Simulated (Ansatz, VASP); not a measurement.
**PbO in VASP and in Ansatz**

File INCAR:

```
SYSTEM = PbO
  PREC = Accurate
  ENCUT = 520
  EDIFF = 1E-8
  ISMEAR = -1
  SIGMA = 0.01
  LREAL = .False.
  LASPH = .True.
  NELM = 80
  ALGO = Normal
  ISIF = 2
  LWAVE = .False.
  LCHARG = .False.
  GGA = PE
  LEFG = .True.
  NBANDS = 28
```

Contents of KPOINTS:

```
regular mesh
0
Gamma
  8 8 7
  0 0 0
```

Contents of POSCAR:

```
PbO
1.0
    3.9744000000      0.0000000000      0.0000000000
    0.0000000000      3.9744000000      0.0000000000
    0.0000000000      0.0000000000      5.0220000000
Pb O
2 2
Direct
    0.0000000000      0.5000000000      0.2351000000
    0.5000000000      0.0000000000      0.7649000000
    0.0000000000      0.0000000000      0.0000000000
    0.5000000000      0.5000000000      0.0000000000
```

Input for Ansatz:

```yaml
crystal:
  lattice:
    - [3.9744, 0.0, 0.0]
    - [0.0, 3.9744, 0.0]
    - [0.0, 0.0, 5.022]
  atoms:
    - { symbol: Pb, position: [0.0, 0.5, 0.2351] }
    - { symbol: Pb, position: [0.5, 0.0, 0.7649] }
    - { symbol: O, position: [0.0, 0.0, 0.0] }
    - { symbol: O, position: [0.5, 0.5, 0.0] }
kpoints:
  mp_grid: { grid: [8, 8, 7] }
scf:
  occupations: { method: fermi_dirac, width: 0.01 }
hamiltonian:
  xc: pbe
  pseudopotentials: { kind: paw }
output:
  forces: true
  stress: true
  populations: true
  efg: { quadrupole_moments_barn: { O: -0.02558 }, contact_densities: true }
```

Alike in both runs: task electric field gradients; functional PBE; k mesh 8 × 8 × 7; occupations fermi-dirac, width 0.01 eV; no spin polarisation.

|  | VASP | Ansatz |
| --- | --- | --- |
| version | VASP 6.6.1 | Ansatz 0.2.0 |
| potentials or method | VASP PAW PBE potentials, release 64 (Pb_d, O) | plane-wave PAW, scalar-relativistic |
| plane-wave cutoff (eV) | 520 | 420 |
| valence electrons in the cell | 40 | 40 |

|  | VASP | Ansatz | Ansatz less VASP |
| --- | --- | --- | --- |
| gap on the k mesh at the Fermi level (eV) | 1.25 | 1.24 | -0.007 |
| pressure (GPa) | 4.9 | 4.9 | -0.08 |
| traceless stress, the component that is largest in VASP (GPa) | -0.67 | -0.65 | +0.017 |
| rms of the force components (eV/Å) | 0.202 | 0.184 | -0.0178 |
| size of Vzz on the site where it differs most (V/Å²) | 233.9 | 226.8 | -7.10 |

Atom by atom the forces differ by 0.018 eV/Å (rms over components). The functional is the same, so the differences come from potentials, cutoffs and numerics.

Neither program's run includes spin-orbit coupling.
